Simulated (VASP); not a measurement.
Here is a VASP 6.6.1 calculation.

The input INCAR:

```
SYSTEM = Al
PREC = Accurate
ENCUT = 520
EDIFF = 1E-7
ISMEAR = -1
SIGMA = 0.03
LREAL = .False.
LASPH = .True.
NELM = 100
ALGO = Normal
ISIF = 2
LWAVE = .False.
LCHARG = .False.
GGA = CA
NBANDS = 8
```

Contents of KPOINTS:

```
Automatic mesh
0
Gamma
  17 17 17
  0 0 0
```

The input POSCAR:

```
Al
1.0
    0.0404796000      2.0442198000      2.0442198000
    2.0442198000      0.0404796000      2.0442198000
    2.0442198000      2.0442198000      0.0404796000
Al
1
Direct
    0.0000000000      0.0000000000      0.0000000000
```

Potentials or basis: VASP PAW LDA potentials, release 64 (Al).

Command:

```sh
$ cat potpaw_LDA.64/Al/POTCAR > POTCAR
$ mpirun -np 1 vasp_std > vasp.out
```

(1) Estimate the pressure.

## Answers

(1) -3.5 GPa.

Caveat: the cell differs from its parent crystal (equal xy, yz and zx shear strains of +2 %).
